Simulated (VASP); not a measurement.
# Pd (Im-3m) in VASP: further runs

Pd is run at these levels: PBEsol; tasks: single point.

Program: VASP 6.6.1. These are calculated values, not measurements. Logs are shortened: lines on timing, memory, paths and dates and some standing lists are left out, and cuts for length are marked.

### 1 The cell of the first run

The structure is cubic, space group Im-3m (No. 229). The conventional cell has a = 2.971 Å, b = 2.971 Å, c = 2.971 Å, α = 90.00°, β = 90.00°, γ = 90.00°. Pd (site symmetry m-3m) has 14 Pd at 2.57 to 2.97 Å within 3.4 Å.

### 2 Single point, PBEsol

INCAR reads:

```
  PREC = Accurate
  ENCUT = 520
  EDIFF = 1E-6
  ISMEAR = -1
  SIGMA = 0.05
  LREAL = False
  LASPH = True
  NELM = 80
  ALGO = Normal
  ISIF = 2
  LWAVE = False
  LCHARG = False
  GGA = PS
  NBANDS = 11
```

KPOINTS reads:

```
Automatic mesh
0
Gamma
  12 12 12
```

POSCAR reads:

```
Pd
1.0
   -1.4854450485      1.4854450485      1.4854450485
    1.4854450485     -1.4854450485      1.4854450485
    1.4854450485      1.4854450485     -1.4854450485
Pd
1
Direct
    0.0000000000      0.0000000000      0.0000000000
```

Potentials or basis: VASP PAW PBE potentials, release 64 (Pd).

Command:

```bash
cat potpaw_PBE.64/Pd/POTCAR > POTCAR
mpirun -np 1 vasp_std > vasp.out
```

OUTCAR:

```text
PREC = Accurate
   ENCUT = 520
   EDIFF = 1E-6
   ISMEAR = -1
   LREAL = False
   LASPH = True
   NELM = 80
   ISIF = 2
   GGA = PS

 ion  position               nearest neighbor table
   1  0.000  0.000  0.000-

  LATTYP: Found a body centered cubic cell.
 ALAT       =     2.9708900970

  Lattice vectors:

 A1 = (  -1.4854450485,   1.4854450485,   1.4854450485)
 A2 = (   1.4854450485,  -1.4854450485,   1.4854450485)
 A3 = (   1.4854450485,   1.4854450485,  -1.4854450485)

Analysis of symmetry for initial positions (statically):
=====================================================================
 Subroutine PRICEL returns:
 Original cell was already a primitive cell.

 Routine SETGRP: Setting up the symmetry group for a
 body centered cubic supercell.

 Subroutine GETGRP returns: Found 48 space group operations
[... 9 lines left out ...]

 Routine SETGRP: Setting up the symmetry group for a
 body centered cubic supercell.

 Subroutine GETGRP returns: Found 48 space group operations
[... 11 lines left out ...]
                                     Primitive cell

  volume of cell :      13.1108

  direct lattice vectors                    reciprocal lattice vectors
    -1.485445048  1.485445048  1.485445048     0.000000000  0.336599459  0.336599459
     1.485445048 -1.485445048  1.485445048     0.336599459  0.000000000  0.336599459
     1.485445048  1.485445048 -1.485445048     0.336599459  0.336599459  0.000000000

  length of vectors
     2.572866296  2.572866296  2.572866296     0.476023520  0.476023520  0.476023520

  position of ions in fractional coordinates (direct lattice)
     0.000000000  0.000000000  0.000000000

  ion indices of the primitive-cell ions
   primitive index   ion index
                 1           1

----------------------------------------------------------------------------------------

 KPOINTS: Automatic mesh

Automatic generation of k-mesh.
 Grid dimensions read from file:
 generate k-points for:   12   12   12

 Generating k-lattice:

  Cartesian coordinates                     Fractional coordinates (reciprocal lattice)
     0.000000000  0.028049955  0.028049955     0.083333333  0.000000000  0.000000000
     0.028049955  0.000000000  0.028049955     0.000000000  0.083333333  0.000000000
[... 52 lines left out ...]
   ISPIN  =      1    spin polarized calculation?
   LNONCOLLINEAR =      F non collinear calculations
   LSORBIT =      F    spin-orbit coupling
   LASPH  =      T    aspherical Exc in radial PAW
   ENCUT  =  520.0 eV  38.22 Ry    6.18 a.u.   4.78  4.78  4.78*2*pi/ulx,y,z
   NELM   =     80;   NELMIN=  2; NELMDL= -5     # of ELM steps
   EDIFF  = 0.1E-05   stopping-criterion for ELM
   LREAL  =      F    real-space projection
   EDIFFG = 0.1E-04   stopping-criterion for IOM
   NSW    =      0    number of steps for IOM
   IBRION =     -1    ionic relax: 0-MD 1-quasi-New 2-CG
   NFREE  =      0    steps in history (QN), initial steepest desc. (CG)
   ISIF   =      2    stress and relaxation
   ISYM   =      2    0-nonsym 1-usesym 2-fastsym
   POTIM  = 0.5000    time-step for ionic-motion
   TEBEG  =    0.0;   TEEND  =   0.0 temperature during run
   PSTRESS=    0.0 pullay stress
   NELECT =      10.0000    total number of electrons
   NUPDOWN=      -1.0000    fix difference up-down
   EMIN   =  10.00;   EMAX   =-10.00  energy-range for DOS
   EFERMI =   0.00;   METHOD = LEGACY
   ISMEAR =    -1;   SIGMA  =   0.05  broadening in eV -4-tet -1-fermi 0-gaus
   EFERMI_NEDOS =   21; number of points for ismear=-14 and -15
   IALGO  =     38    algorithm
   IMIX   =      4    mixing-type and parameters
     AMIX     =   0.40;   BMIX     =  1.00
     AMIX_MAG =   1.60;   BMIX_MAG =  1.00
  volume/ion in A,a.u.               =      13.11        88.48
  Fermi-wavevector in a.u.,A,eV,Ry     =   1.495770  2.826596 30.440707  2.237329
  Thomas-Fermi vector in A             =   2.607872
   LORBIT       =      0    0 simple, 1 ext, 2 COOP (PROOUT), +10 PAW based schemes
   GGA     = PS    functional components
   LHFCALC =     F    Hartree Fock is set to
   AEXX    =    0.0000 exact exchange contribution
   IVDW    =     0    specifies the selected vdW correction
   LEPSILON=     F    determine dielectric tensor
   LRPA    =     F    only Hartree local field effects (RPA)
 non-spin polarized calculation
  energy-cutoff  :      520.00
  volume of cell :       13.11
 maximum number of plane-waves:       370
   NGX =  9   NGY =  9   NGZ =  9

 number of electron      10.0000004 magnetization

 Free energy of the ion-electron system (eV)
  ---------------------------------------------------
  ext. energy  EPLUGINS =         0.00000000
  ---------------------------------------------------
  free energy    TOTEN  =        -5.78964933 eV

  energy without entropy =       -5.78190872  energy(sigma->0) =       -5.78577903

 E-fermi :  11.6953     XC(G=0): -14.1196

 val. band max:       11.6933441752   @ k =  -0.2500   0.2500   0.1667
 cond. band min:      11.7093999450   @ k =  -0.4167   0.4167   0.3333
 fundamental gap:      0.0160557698
 Fermi energy:        11.6952793956

 k-point     1 :       0.0000    0.0000    0.0000
  band No.  band energies     occupation
      1       3.5595      2.00000
      2       8.1675      2.00000
      3       8.1675      2.00000
      4       8.1675      2.00000
      5      10.5763      2.00000
      6      10.5763      2.00000
      7      31.2465      0.00000
      8      31.2465      0.00000
      9      31.2465      0.00000
     10      37.5283      0.00000
     11      41.2560      0.00000
[... 309 lines left out ...]
 k-point    24 :       0.4167    0.0833    0.0833
  band No.  band energies     occupation
      1       5.8184      2.00000
      2       6.7084      2.00000
      3      10.3087      2.00000
      4      10.6104      2.00000
      5      10.9127      2.00000
      6      15.5418      0.00000
      7      20.6310      0.00000
      8      26.6856      0.00000
      9      28.4016      0.00000
     10      37.5367      0.00000
     11      37.8139      0.00000

 [... further k-points ...]
[... 5 lines left out ...]
  --------------------------------------------------------------------------------------
  -------------------------------------------------------------------------------------
  Total        2.4116123      2.4116123      2.4116123      0.0000000      0.0000000      0.0000000
  in kB      294.7055464    294.7055464    294.7055464      0.0000000      0.0000000      0.0000000
  external PRESSURE =     294.7055464 kB  Pullay stress =       0.0000000 kB

 VOLUME and BASIS-vectors are now :
 -----------------------------------------------------------------------------
  energy-cutoff  :      520.00
  volume of cell :       13.11
      direct lattice vectors                 reciprocal lattice vectors
    -1.485445048  1.485445048  1.485445048     0.000000000  0.336599459  0.336599459
     1.485445048 -1.485445048  1.485445048     0.336599459  0.000000000  0.336599459
     1.485445048  1.485445048 -1.485445048     0.336599459  0.336599459  0.000000000

 POSITION                                       TOTAL-FORCE (eV/Angst)
 -----------------------------------------------------------------------------------
      0.00000      0.00000      0.00000        -0.000000      0.000000      0.000000
 -----------------------------------------------------------------------------------
    total drift:                                0.000000     -0.000000      0.000000

  FREE ENERGIE OF THE ION-ELECTRON SYSTEM (eV)
  ---------------------------------------------------
  free  energy   TOTEN  =        -5.7896493314 eV

  energy  without entropy=       -5.7819087228  energy(sigma->0) =       -5.78577903
```

It took 4.7 s on 1 thread of Intel Xeon 6975P-C (Granite Rapids), shared host; peak memory 0.13 GiB.

What came out:

| Property | Result |
| --- | --- |
| Free energy | -5.7896 eV |
| Pressure | 29.5 GPa |
| Band gap on the k mesh | zero (band 5 reaches 12.52 eV, above the bottom of band 6 at 10.43 eV) |

Caveat: the PAW data sets were made with another functional, which shifts forces and pressure a little.

### 3 Single point, PBEsol

This run uses another cell than the first one, of 14.02 Å³/atom, 1.069 times its volume.

INCAR reads:

```
SYSTEM = Pd
PREC = Accurate ; ENCUT = 520
EDIFF = 1E-6 ; ISMEAR = -1
SIGMA = 0.05 ; LREAL = .FALSE.
LASPH = .TRUE. ; NELM = 60
ALGO = Normal ; ISIF = 2
LWAVE = .FALSE. ; LCHARG = .FALSE.
GGA = PS ; NBANDS = 11
```

KPOINTS reads:

```
Automatic mesh
0
G
  12 12 12
  0 0 0
```

POSCAR reads:

```
Pd
1.0
   -1.5190875566      1.5190875566      1.5190875566
    1.5190875566     -1.5190875566      1.5190875566
    1.5190875566      1.5190875566     -1.5190875566
Pd
1
Direct
    0.0000000000      0.0000000000      0.0000000000
```

Potentials or basis: VASP PAW PBE potentials, release 64 (Pd).

Command:

```bash
cat potpaw_PBE.64/Pd/POTCAR > POTCAR
mpirun -np 1 vasp_std > vasp.out
```

It took 4.3 s on 1 thread of Intel Xeon 6975P-C (Granite Rapids), shared host; peak memory 0.13 GiB.

The run converged. Its results:

- Free energy: -5.8974 eV
- Pressure: 9.6 GPa
- Band gap on the k mesh: zero (band 5 reaches 11.18 eV, above the bottom of band 6 at 9.33 eV)

Levels at points of the mesh, in eV from the Fermi level:
| k point | band 2 | band 3 | band 4 | band 5 | band 6 | band 7 | band 8 | band 9 |
| --- | --- | --- | --- | --- | --- | --- | --- | --- |
| (0.00, 0.00, 0.00) | -3.19 | -3.19 | -3.19 | -1.00 | -1.00 | 19.45 | 19.45 | 19.45 |
| (0.50, 0.00, 0.00) | -4.50 | -1.08 | -0.73 | 0.72 | 1.26 | 8.40 | 15.23 | 18.36 |
| (0.50, 0.50, 0.50) | -5.69 | 0.29 | 0.29 | 0.29 | 9.39 | 9.39 | 9.39 | 18.36 |

Caveat: the PAW data sets were made with another functional, which shifts forces and pressure a little.

### 4 Single point, PBEsol

This run uses another cell than the first one, of 13.52 Å³/atom, 1.031 times its volume.

INCAR reads:

```
SYSTEM = Pd
PREC     = Accurate       ! precision mode
ENCUT    = 520            ! plane-wave cutoff, eV
EDIFF    = 1E-6           ! SCF threshold, eV
ISMEAR   = -1             ! smearing method
SIGMA    = 0.05           ! smearing width, eV
LREAL    = .FALSE.        ! projectors in reciprocal space
LASPH    = .TRUE.         ! aspherical terms in the spheres
NELM     = 60             ! most SCF steps
ALGO     = Fast           ! electronic algorithm
ISIF     = 2              ! what is computed and relaxed
LWAVE    = .FALSE.        ! write WAVECAR
LCHARG   = .TRUE.         ! write CHGCAR
GGA      = PS             ! functional
LELF     = .TRUE.         ! ELF
LVHAR    = .TRUE.       
NBANDS   = 11             ! bands
```

KPOINTS is that of step 3.

POSCAR reads:

```
Pd
1.0
   -1.5008211276      1.5008211276      1.5008211276
    1.5008211276     -1.5008211276      1.5008211276
    1.5008211276      1.5008211276     -1.5008211276
Pd
1
Direct
    0.0000000000      0.0000000000      0.0000000000
```

Command:

```bash
cat potpaw_PBE.64/Pd/POTCAR > POTCAR
mpirun -np 1 vasp_std > vasp.out
```

Wall time 5.2 s (1 thread of Intel Xeon 6975P-C (Granite Rapids), shared host); peak memory 0.12 GiB.

Results (log left out):

```yaml
Free_energy: -5.8524 eV
Pressure: 19.4 GPa
Band_gap_on_the_k_mesh: zero (band 5 reaches 11.89 eV, above the bottom of band 6 at 9.91 eV)
```

Levels at points of the mesh, in eV from the Fermi level:
```csv
k point,band 2,band 3,band 4,band 5,band 6,band 7,band 8,band 9
"(0.00, 0.00, 0.00)",-3.37,-3.37,-3.37,-1.07,-1.07,19.51,19.51,19.51
"(0.50, 0.00, 0.00)",-4.76,-1.14,-0.77,0.77,1.20,8.74,15.30,18.75
"(0.50, 0.50, 0.50)",-6.03,0.32,0.32,0.32,9.54,9.54,9.54,18.84
```

Caveat: the PAW data sets were made with another functional, which shifts forces and pressure a little.

### 5 Single point, PBEsol

This run uses another cell than the first one, of 14.66 Å³/atom, 1.118 times its volume.

INCAR reads:

```
ALGO = Normal
EDIFF = 1E-6
ENCUT = 520
GGA = PS
ISIF = 2
ISMEAR = -1
LASPH = T
LCHARG = F
LREAL = F
LWAVE = F
NBANDS = 11
NELM = 100
PREC = Accurate
SIGMA = 0.05
```

KPOINTS reads:

```
k-points
0
Gamma
  12 12 12
```

POSCAR reads:

```
Pd
1.0
   -1.5417510785      1.5417510785      1.5417510785
    1.5417510785     -1.5417510785      1.5417510785
    1.5417510785      1.5417510785     -1.5417510785
Pd
1
Direct
    0.0000000000      0.0000000000      0.0000000000
```

Command:

```bash
cat potpaw_PBE.64/Pd/POTCAR > POTCAR
mpirun -np 1 vasp_std > vasp.out
```

Wall time 4.7 s (1 thread of Intel Xeon 6975P-C (Granite Rapids), shared host); peak memory 0.12 GiB.

It converged, with:

- Free energy: -5.9152 eV
- Pressure: -0.4 GPa
- Band gap on the k mesh: zero (band 5 reaches 10.35 eV, above the bottom of band 6 at 8.64 eV)

Levels at points of the mesh, in eV from the Fermi level:
| k point | band 1 | band 2 | band 3 | band 4 | band 5 | band 6 | band 7 | band 8 | band 9 | band 10 |
| --- | --- | --- | --- | --- | --- | --- | --- | --- | --- | --- |
| (0.00, 0.00, 0.00) | -7.25 | -2.98 | -2.98 | -2.98 | -0.94 | -0.94 | 19.37 | 19.37 | 19.37 | 26.29 |
| (0.50, 0.00, 0.00) | -5.37 | -4.20 | -1.01 | -0.69 | 0.65 | 1.33 | 8.00 | 15.13 | 17.89 | 24.50 |
| (0.50, 0.50, 0.50) | -5.30 | -5.30 | 0.26 | 0.26 | 0.26 | 9.21 | 9.21 | 9.21 | 17.79 | 17.79 |

Caveat: the PAW data sets were made with another functional, which shifts forces and pressure a little.

### 6 Single point, PBEsol

This run uses another cell than the first one, of 14.52 Å³/atom, 1.107 times its volume.

INCAR reads:

```
SYSTEM = Pd
ALGO = Normal ; EDIFF = 1E-6
ENCUT = 520 ; GGA = PS
ISIF = 2 ; ISMEAR = -1
LASPH = .TRUE. ; LCHARG = .TRUE.
LELF = .TRUE. ; LREAL = .FALSE.
LVHAR = .TRUE. ; LWAVE = .FALSE.
NBANDS = 11 ; NELM = 60
PREC = Accurate ; SIGMA = 0.05
```

KPOINTS reads:

```
k-points
0
G
  12 12 12
  0 0 0
```

POSCAR reads:

```
Pd
1.0
   -1.5367728477      1.5367728477      1.5367728477
    1.5367728477     -1.5367728477      1.5367728477
    1.5367728477      1.5367728477     -1.5367728477
Pd
1
Direct
    0.0000000000      0.0000000000      0.0000000000
```

Potentials or basis: VASP PAW PBE potentials, release 64 (Pd).

Command:

```bash
cat potpaw_PBE.64/Pd/POTCAR > POTCAR
mpirun -np 1 vasp_std > vasp.out
```

OUTCAR:

```text
SYSTEM = Pd
   EDIFF = 1E-6
   ENCUT = 520
   GGA = PS
   ISIF = 2
   ISMEAR = -1
   LASPH = .TRUE.
   LREAL = .FALSE.
   NELM = 60
   PREC = Accurate

 ion  position               nearest neighbor table
   1  0.000  0.000  0.000-

  LATTYP: Found a body centered cubic cell.
 ALAT       =     3.0735456954

  Lattice vectors:

 A1 = (  -1.5367728477,   1.5367728477,   1.5367728477)
 A2 = (   1.5367728477,  -1.5367728477,   1.5367728477)
 A3 = (   1.5367728477,   1.5367728477,  -1.5367728477)

Analysis of symmetry for initial positions (statically):
[... 506 lines left out ...]
      4       8.9181      2.00000
      5       9.1723      2.00000
      6      13.4583      0.00000
      7      17.8813      0.00000
      8      24.4145      0.00000
      9      25.5050      0.00000
     10      34.6898      0.00000
     11      36.0612      0.00000

 [... further k-points ...]
[... 5 lines left out ...]
  --------------------------------------------------------------------------------------
  -------------------------------------------------------------------------------------
  Total        0.1457319      0.1457319      0.1457319      0.0000000     -0.0000000      0.0000000
  in kB       16.0833433     16.0833433     16.0833433      0.0000000     -0.0000000      0.0000000
  external PRESSURE =      16.0833433 kB  Pullay stress =       0.0000000 kB

 VOLUME and BASIS-vectors are now :
 -----------------------------------------------------------------------------
  energy-cutoff  :      520.00
  volume of cell :       14.52
      direct lattice vectors                 reciprocal lattice vectors
    -1.536772848  1.536772848  1.536772848     0.000000000  0.325357128  0.325357128
     1.536772848 -1.536772848  1.536772848     0.325357128  0.000000000  0.325357128
     1.536772848  1.536772848 -1.536772848     0.325357128  0.325357128  0.000000000

 POSITION                                       TOTAL-FORCE (eV/Angst)
 -----------------------------------------------------------------------------------
      0.00000      0.00000      0.00000        -0.000000     -0.000000      0.000000
 -----------------------------------------------------------------------------------
    total drift:                                0.000000      0.000000      0.000000

  FREE ENERGIE OF THE ION-ELECTRON SYSTEM (eV)
  ---------------------------------------------------
  free  energy   TOTEN  =        -5.9145539047 eV

  energy  without entropy=       -5.9054555273  energy(sigma->0) =       -5.91000472
```

Run time: 5.6 s. Hardware: 1 thread of Intel Xeon 6975P-C (Granite Rapids), shared host; peak memory 0.13 GiB.

Results:

* Free energy: -5.9146 eV
* Pressure: 1.6 GPa
* Band gap on the k mesh: zero (band 5 reaches 10.52 eV, above the bottom of band 6 at 8.79 eV)

Caveat: the PAW data sets were made with another functional, which shifts forces and pressure a little.

### 7 Summary

```tsv
cell	gap on the mesh (eV)	pressure (GPa)
a = 2.573 Å, angles 109.5°, 1 atom	none	29.5
a = 2.631 Å, angles 109.5°, 1 atom	none	9.6
a = 2.599 Å, angles 109.5°, 1 atom	none	19.4
a = 2.670 Å, angles 109.5°, 1 atom	none	-0.4
a = 2.662 Å, angles 109.5°, 1 atom	none	1.6
```

Alike in all rows: task single point; level PBEsol; potentials or basis VASP PAW PBE potentials, release 64 (Pd); no spin polarisation; k mesh 12 × 12 × 12; cutoff (eV) 520; smearing fermi-dirac 0.05 eV.

Caveats: the PAW data sets were made with another functional, which shifts forces and pressure a little.

Absolute energies hang on the potentials; compare differences alone.
